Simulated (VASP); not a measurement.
Write the native input for VASP 6.6.1 that does the following.

* Task: single point
* Functional: LDA
* Potentials or basis: VASP PAW LDA potentials, release 64 (Na_pv)
* Cutoff: 520 eV
* k mesh: 15 × 15 × 8
* Occupations: gaussian, width 0.15 eV
* Spin: no spin polarisation
* Dipole correction: no
* Further INCAR settings: ALGO = Normal; EDIFF = 1e-07; NBANDS = 14

The structure of Na lies in POSCAR:

```
Na
1.0
    3.7176600610      0.0000000000      0.0000000000
   -1.8588300305      3.2195880554      0.0000000000
    0.0000000000      0.0000000000      5.8981745703
Na
2
Direct
    0.3333333333      0.6666666667      0.2500000000
    0.6666666667      0.3333333333      0.7500000000
```

This isn't the form of Na at room conditions, which is bcc.

One way to write it, as run:

INCAR

```
ALGO = Normal ; EDIFF = 1E-7
ENCUT = 520 ; GGA = CA
ISIF = 2 ; ISMEAR = 0
LASPH = T ; LCHARG = T
LELF = T ; LREAL = F
LVHAR = T ; LWAVE = F
NBANDS = 14 ; NELM = 60
PREC = Accurate ; SIGMA = 0.15
```

KPOINTS

```
k-points
0
Gamma
  15 15 8
```

Potentials or basis: VASP PAW LDA potentials, release 64 (Na_pv).

Command:

```console
$ cat potpaw_LDA.64/Na_pv/POTCAR > POTCAR
$ mpirun -np 1 vasp_std > vasp.out
```

It gave:

* Pressure: -0.5 GPa
* Band gap on the k mesh: zero (bands 7 and 8 overlap by 4.36 eV)

Wall time 74 s on 1 thread of Oxide Virtual Turin-like Processor (shared host), peak memory 0.18 GiB.
